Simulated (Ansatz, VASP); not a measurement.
## Two plane-wave programs on GaP

```
CELL_PARAMETERS angstrom
0.00000 2.72541 2.72541
2.72541 0.00000 2.72541
2.72541 2.72541 0.00000
ATOMIC_POSITIONS crystal
Ga 0.00000 0.00000 0.00000
P 0.25000 0.25000 0.25000
```

Alike in both runs: task single point; functional PBE-based screened hybrid; k mesh 4 × 4 × 4; no spin polarisation.

|  | VASP | Ansatz |
| --- | --- | --- |
| version | VASP 6.6.1 | Ansatz 0.2.0 |
| potentials or method | VASP PAW PBE potentials, release 64 (Ga_d, P) | plane waves |
| plane-wave cutoff (eV) | 520 | 420 |
| occupations | gaussian, width 0.01 eV | fixed |
| valence electrons in the cell | 18 | 18 |

|  | VASP | Ansatz | Ansatz less VASP |
| --- | --- | --- | --- |
| gap on the k mesh at the Fermi level (eV) | 3.04 | 3.03 | -0.009 |
| pressure (GPa) | -0.8 | -0.4 | +0.35 |

VASP's potentials were made for PBE, not for PBE-based screened hybrid. Ansatz's warnings: stress exchange threshold loose, stress scf threshold loose.

The k mesh is coarse, so the values compare programs but aren't converged.
